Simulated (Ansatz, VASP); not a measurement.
**BP in VASP and in Ansatz**

INCAR

```
  ALGO = Normal
  EDIFF = 1E-6
  ENCUT = 520
  GGA = PE
  ISIF = 2
  ISMEAR = 0
  LASPH = True
  LCHARG = False
  LREAL = False
  LWAVE = False
  NBANDS = 11
  NELM = 80
  PREC = Accurate
  SIGMA = 0.05
```

The input KPOINTS:

```
k-points
0
Gamma
  12 12 12
```

POSCAR

```
BP
1.0
    0.0000000000      2.1529991964      2.4289250862
    2.4289250862      0.0000000000      2.4289250862
    2.4289250862      2.1529991964      0.0000000000
B P
1 1
Direct
    0.0000000000      0.0000000000      0.0000000000
    0.7500000000      0.7500000000      0.7500000000
```

Input for Ansatz:

```yaml
crystal:
  lattice:
    - [0.0, 2.1529991964, 2.4289250862]
    - [2.4289250862, 0.0, 2.4289250862]
    - [2.4289250862, 2.1529991964, 0.0]
  atoms:
    - { symbol: B, position: [0.0, 0.0, 0.0] }
    - { symbol: P, position: [0.75, 0.75, 0.75] }
basis:
  ecutwfc: 520.0
kpoints:
  mp_grid: { grid: [12, 12, 12] }
hamiltonian:
  xc: pbe
scf:
  occupations: { method: gaussian, width: 0.05 }
output:
  forces: true
  stress: true
  eigenvalues: true
```

Alike in both runs: task single point; functional PBE; k mesh 12 × 12 × 12; occupations gaussian, width 0.05 eV; no spin polarisation.

```csv
,VASP,Ansatz
version,VASP 6.6.1,Ansatz 0.2.0
potentials or method,"VASP PAW PBE potentials, release 64 (B, P), cutoff 520 eV","scalar-relativistic, plane waves, PAW"
valence electrons in the cell,8,8
```

Ansatz gave:

```
gap on the k mesh at the Fermi level (eV)                     : none
pressure (GPa)                                                : -10.9
traceless stress, the component that is largest in VASP (GPa) : 16.73
```

Estimate VASP's values.

gap on the k mesh at the Fermi level (eV): none; pressure (GPa): -11.0; traceless stress, the component that is largest in VASP (GPa): 16.75.

A gap of «none» marks a metal or a gap that the smearing closes.
